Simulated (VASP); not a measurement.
# SiPbS3 (Pm-3m) in VASP: single point with PBE

Aim: the single point of SiPbS3 with PBE.

Everything below comes from runs of VASP 6.6.1. Logs are shortened: lines on timing, memory, paths and dates and some standing lists are left out, and cuts for length are marked.

## Step 1: The cell of the first run

The structure is cubic, space group Pm-3m (No. 221). Conventional cell: a = 5.038 Å, b = 5.038 Å, c = 5.038 Å, α = 90.00°, β = 90.00°, γ = 90.00°. Si (site symmetry m-3m) has 12 S at 3.56 Å and 8 Pb at 4.36 Å within 4.7 Å. Pb (site symmetry m-3m) has 6 S at 2.52 Å within 3.3 Å. S (site symmetry 4/mmm) has 2 Pb at 2.52 Å within 3.3 Å.

The cell was generated, and may not be a known phase.

## Step 2: Single point, PBE

Contents of INCAR:

```
SYSTEM = SiPbS3
PREC = Accurate
ENCUT = 520
EDIFF = 1E-7
ISMEAR = 0
SIGMA = 0.1
LREAL = .FALSE.
LASPH = .TRUE.
NELM = 60
ALGO = Normal
ISIF = 2
LWAVE = .FALSE.
LCHARG = .TRUE.
GGA = PE
LELF = .TRUE.
LVHAR = .TRUE.
NBANDS = 26
```

Contents of KPOINTS:

```
regular mesh
0
G
  4 4 4
  0 0 0
```

Contents of POSCAR:

```
SiPbS3
1.0
    5.0381780300      0.0000000000      0.0000000000
    0.0000000000      5.0381780300      0.0000000000
    0.0000000000      0.0000000000      5.0381780300
Si Pb S
1 1 3
Direct
    0.0000000000      0.0000000000      0.0000000000
    0.5000000000      0.5000000000      0.5000000000
    0.0000000000      0.5000000000      0.5000000000
    0.5000000000      0.0000000000      0.5000000000
    0.5000000000      0.5000000000      0.0000000000
```

Potentials or basis: VASP PAW PBE potentials, release 64 (Si, Pb_d, S).

Command:

```bash
$ cat potpaw_PBE.64/Si/POTCAR potpaw_PBE.64/Pb_d/POTCAR potpaw_PBE.64/S/POTCAR > POTCAR
$ mpirun -np 1 vasp_std > vasp.out
```

OUTCAR:

```text
SYSTEM = SiPbS3
   PREC = Accurate
   ENCUT = 520
   EDIFF = 1E-7
   ISMEAR = 0
   LREAL = .FALSE.
   LASPH = .TRUE.
   NELM = 60
   ISIF = 2
   GGA = PE

 ion  position               nearest neighbor table
   1  0.000  0.000  0.000-
   2  0.500  0.500  0.500-   3 2.52   4 2.52   5 2.52   5 2.52   4 2.52   3 2.52
   3  0.000  0.500  0.500-   2 2.52   2 2.52
   4  0.500  0.000  0.500-   2 2.52   2 2.52
   5  0.500  0.500  0.000-   2 2.52   2 2.52

  LATTYP: Found a simple cubic cell.
 ALAT       =     5.0381780300

  Lattice vectors:

 A1 = (   5.0381780300,   0.0000000000,   0.0000000000)
 A2 = (   0.0000000000,   5.0381780300,   0.0000000000)
 A3 = (   0.0000000000,   0.0000000000,   5.0381780300)

Analysis of symmetry for initial positions (statically):
=====================================================================
 Subroutine PRICEL returns:
 Original cell was already a primitive cell.

 Routine SETGRP: Setting up the symmetry group for a
 simple cubic supercell.

 Subroutine GETGRP returns: Found 48 space group operations
 (whereof 48 operations were pure point group operations)
 out of a pool of 48 trial point group operations.

The static configuration has the point symmetry O_h .

Analysis of symmetry for dynamics (positions and initial velocities):
=====================================================================
 Subroutine PRICEL returns:
 Original cell was already a primitive cell.

 Routine SETGRP: Setting up the symmetry group for a
 simple cubic supercell.

 Subroutine GETGRP returns: Found 48 space group operations
 (whereof 48 operations were pure point group operations)
 out of a pool of 48 trial point group operations.

The dynamic configuration has the point symmetry O_h .

 Subroutine INISYM returns: Found 48 space group operations
 (whereof 48 operations are pure point group operations),
 and found     1 'primitive' translations

----------------------------------------------------------------------------------------

                                     Primitive cell

  volume of cell :     127.8853

  direct lattice vectors                    reciprocal lattice vectors
     5.038178030  0.000000000  0.000000000     0.198484451  0.000000000  0.000000000
     0.000000000  5.038178030  0.000000000     0.000000000  0.198484451  0.000000000
     0.000000000  0.000000000  5.038178030     0.000000000  0.000000000  0.198484451

  length of vectors
     5.038178030  5.038178030  5.038178030     0.198484451  0.198484451  0.198484451

  position of ions in fractional coordinates (direct lattice)
     0.000000000  0.000000000  0.000000000
     0.500000000  0.500000000  0.500000000
     0.000000000  0.500000000  0.500000000
     0.500000000  0.000000000  0.500000000
     0.500000000  0.500000000  0.000000000

  ion indices of the primitive-cell ions
   primitive index   ion index
                 1           1
                 2           2
                 3           3
                 4           4
                 5           5

----------------------------------------------------------------------------------------

 KPOINTS: regular mesh

Automatic generation of k-mesh.
 Grid dimensions read from file:
 generate k-points for:    4    4    4

 Generating k-lattice:

  Cartesian coordinates                     Fractional coordinates (reciprocal lattice)
     0.049621113  0.000000000  0.000000000     0.250000000  0.000000000  0.000000000
     0.000000000  0.049621113  0.000000000     0.000000000  0.250000000  0.000000000
     0.000000000  0.000000000  0.049621113     0.000000000  0.000000000  0.250000000

  Length of vectors
     0.049621113  0.049621113  0.049621113

  Shift w.r.t. Gamma in fractional coordinates (k-lattice)
     0.000000000  0.000000000  0.000000000

 Subroutine IBZKPT returns following result:
 ===========================================

 Found     10 irreducible k-points:

 Following reciprocal coordinates:
            Coordinates               Weight
  0.000000  0.000000  0.000000      1.000000
  0.250000  0.000000  0.000000      6.000000
  0.500000  0.000000  0.000000      3.000000
  0.250000  0.250000  0.000000     12.000000
  0.500000  0.250000  0.000000     12.000000
  0.500000  0.500000  0.000000      3.000000
  0.250000  0.250000  0.250000      8.000000
  0.500000  0.250000  0.250000     12.000000
  0.500000  0.500000  0.250000      6.000000
  0.500000  0.500000  0.500000      1.000000
   k-points           NKPTS =     10   k-points in BZ     NKDIM =     10   number of bands    NBANDS=     26
   number of dos      NEDOS =    301   number of ions     NIONS =      5
   total plane-waves  NPLWV =  64000
   dimension x,y,z NGX =    40 NGY =   40 NGZ =   40
   dimension x,y,z NGXF=    80 NGYF=   80 NGZF=   80
   ions per type =               1   1   3
   NGX,Y,Z   is equivalent  to a cutoff of  13.20, 13.20, 13.20 a.u.
   NGXF,Y,Z  is equivalent  to a cutoff of  26.40, 26.40, 26.40 a.u.
 SYSTEM =  SiPbS3
   PREC   = accura    normal or accurate (medium, high low for compatibility)
   ISTART =      0    job   : 0-new  1-cont  2-samecut
   ICHARG =      2    charge: 1-file 2-atom 10-const
   ISPIN  =      1    spin polarized calculation?
   LNONCOLLINEAR =      F non collinear calculations
   LSORBIT =      F    spin-orbit coupling
   LASPH  =      T    aspherical Exc in radial PAW
   ENCUT  =  520.0 eV  38.22 Ry    6.18 a.u.   9.37  9.37  9.37*2*pi/ulx,y,z
   NELM   =     60;   NELMIN=  2; NELMDL= -5     # of ELM steps
   EDIFF  = 0.1E-06   stopping-criterion for ELM
   LREAL  =      F    real-space projection
   EDIFFG = 0.1E-05   stopping-criterion for IOM
   NSW    =      0    number of steps for IOM
   IBRION =     -1    ionic relax: 0-MD 1-quasi-New 2-CG
   NFREE  =      0    steps in history (QN), initial steepest desc. (CG)
   ISIF   =      2    stress and relaxation
   ISYM   =      2    0-nonsym 1-usesym 2-fastsym
   POTIM  = 0.5000    time-step for ionic-motion
   TEBEG  =    0.0;   TEEND  =   0.0 temperature during run
   PSTRESS=    0.0 pullay stress
   NELECT =      36.0000    total number of electrons
   NUPDOWN=      -1.0000    fix difference up-down
   EMIN   =  10.00;   EMAX   =-10.00  energy-range for DOS
   EFERMI =   0.00;   METHOD = LEGACY
   ISMEAR =     0;   SIGMA  =   0.10  broadening in eV -4-tet -1-fermi 0-gaus
   EFERMI_NEDOS =   21; number of points for ismear=-14 and -15
   IALGO  =     38    algorithm
   IMIX   =      4    mixing-type and parameters
     AMIX     =   0.40;   BMIX     =  1.00
     AMIX_MAG =   1.60;   BMIX_MAG =  1.00
  volume/ion in A,a.u.               =      25.58       172.60
  Fermi-wavevector in a.u.,A,eV,Ry     =   1.072924  2.027532 15.662553  1.151165
  Thomas-Fermi vector in A             =   2.208708
   LORBIT       =      0    0 simple, 1 ext, 2 COOP (PROOUT), +10 PAW based schemes
   GGA     = PE    functional components
   LHFCALC =     F    Hartree Fock is set to
   AEXX    =    0.0000 exact exchange contribution
   IVDW    =     0    specifies the selected vdW correction
   LEPSILON=     F    determine dielectric tensor
   LRPA    =     F    only Hartree local field effects (RPA)
 non-spin polarized calculation
 Gauss-broadening in eV      SIGMA  =   0.10
  energy-cutoff  :      520.00
  volume of cell :      127.89
 maximum number of plane-waves:      3468
 NGX is ok and might be reduce to    40
   NGX = 19   NGY = 19   NGZ = 19

 number of electron      36.0000003 magnetization

 Free energy of the ion-electron system (eV)
  ---------------------------------------------------
  ext. energy  EPLUGINS =         0.00000000
  ---------------------------------------------------
  free energy    TOTEN  =       -16.85162221 eV

  energy without entropy =      -16.84234438  energy(sigma->0) =      -16.84698329

 E-fermi :   3.5714     XC(G=0):  -9.1093

 val. band max:        3.5406421520   @ k =   0.2500   0.2500   0.2500
 cond. band min:       3.7416035162   @ k =   0.5000   0.0000   0.0000
 fundamental gap:      0.2009613643
 Fermi energy:         3.5713691996

 k-point     1 :       0.0000    0.0000    0.0000
  band No.  band energies     occupation
      1     -13.3821      2.00000
      2     -13.3821      2.00000
      3     -12.9005      2.00000
      4     -12.9005      2.00000
      5     -12.9005      2.00000
      6     -10.2021      2.00000
[... 18 lines left out ...]
     25       9.6672      0.00000
     26       9.6672      0.00000

 k-point     2 :       0.2500    0.0000    0.0000
  band No.  band energies     occupation
      1     -13.3817      2.00000
      2     -13.3238      2.00000
      3     -12.9036      2.00000
      4     -12.9036      2.00000
      5     -12.9005      2.00000
      6      -9.9725      2.00000
[... 18 lines left out ...]
     25       9.9794      0.00000
     26      10.6149      0.00000

 k-point     3 :       0.5000    0.0000    0.0000
  band No.  band energies     occupation
      1     -13.3813      2.00000
      2     -13.2648      2.00000
      3     -12.9065      2.00000
      4     -12.9065      2.00000
      5     -12.9004      2.00000
      6      -9.5608      2.00000
[... 18 lines left out ...]
     25      11.0127      0.00000
     26      11.1633      0.00000

 k-point     4 :       0.2500    0.2500    0.0000
  band No.  band energies     occupation
      1     -13.3535      2.00000
      2     -13.2905      2.00000
      3     -12.9067      2.00000
      4     -12.9035      2.00000
      5     -12.9034      2.00000
      6      -9.7465      2.00000
[... 18 lines left out ...]
     25      10.7140      0.00000
     26      10.8788      0.00000
[... 90 lines left out ...]
      1     -13.2898      2.00000
      2     -13.2253      2.00000
      3     -12.9097      2.00000
      4     -12.9096      2.00000
      5     -12.9064      2.00000
      6      -9.1029      2.00000
[... 18 lines left out ...]
     25      10.1569      0.00000
     26      11.2311      0.00000

 k-point     9 :       0.5000    0.5000    0.2500
  band No.  band energies     occupation
      1     -13.2587      2.00000
      2     -13.1883      2.00000
      3     -12.9129      2.00000
      4     -12.9095      2.00000
      5     -12.9095      2.00000
      6      -8.5686      2.00000
[... 18 lines left out ...]
     25       9.6840      0.00000
     26      11.6867      0.00000

 k-point    10 :       0.5000    0.5000    0.5000
  band No.  band energies     occupation
      1     -13.1882      2.00000
      2     -13.1882      2.00000
      3     -12.9127      2.00000
      4     -12.9127      2.00000
      5     -12.9127      2.00000
      6      -8.2475      2.00000
[... 18 lines left out ...]
     25       8.4309      0.00000
     26      10.9503      0.00000

------------------------ aborting loop because EDIFF is reached ----------------------------------------

  FORCE on cell =-STRESS in cart. coord.  units (eV):
  Direction    XX          YY          ZZ          XY          YZ          ZX
  --------------------------------------------------------------------------------------
  -------------------------------------------------------------------------------------
  Total        2.1703784      2.1703784      2.1703784     -0.0000000      0.0000000     -0.0000000
  in kB       27.1910211     27.1910211     27.1910211     -0.0000000      0.0000000     -0.0000000
  external PRESSURE =      27.1910211 kB  Pullay stress =       0.0000000 kB

 VOLUME and BASIS-vectors are now :
 -----------------------------------------------------------------------------
  energy-cutoff  :      520.00
  volume of cell :      127.89
      direct lattice vectors                 reciprocal lattice vectors
     5.038178030  0.000000000  0.000000000     0.198484451  0.000000000  0.000000000
     0.000000000  5.038178030  0.000000000     0.000000000  0.198484451  0.000000000
     0.000000000  0.000000000  5.038178030     0.000000000  0.000000000  0.198484451

 POSITION                                       TOTAL-FORCE (eV/Angst)
 -----------------------------------------------------------------------------------
      0.00000      0.00000      0.00000         0.000000      0.000000      0.000000
      2.51909      2.51909      2.51909         0.000000      0.000000      0.000000
      0.00000      2.51909      2.51909         0.000000      0.000000      0.000000
      2.51909      0.00000      2.51909         0.000000      0.000000      0.000000
      2.51909      2.51909      0.00000         0.000000      0.000000      0.000000
 -----------------------------------------------------------------------------------
    total drift:                               -0.000000      0.000000     -0.000000

  FREE ENERGIE OF THE ION-ELECTRON SYSTEM (eV)
  ---------------------------------------------------
  free  energy   TOTEN  =       -16.8516222076 eV

  energy  without entropy=      -16.8423443765  energy(sigma->0) =      -16.84698329
```

It took 69 s on 1 thread of Intel Xeon 8259CL, shared host; peak memory 0.25 GiB.

Results:

```yaml
Free_energy: -16.8516 eV
Pressure: 2.7 GPa
Band_gap_on_the_k_mesh: zero (bands 18 and 19 overlap by 1.10 eV)
```

Caveat: spin-orbit coupling is left out, which moves the levels of the heavy elements.

The gap in the log of VASP goes by the Fermi energy; the results here count the filled bands.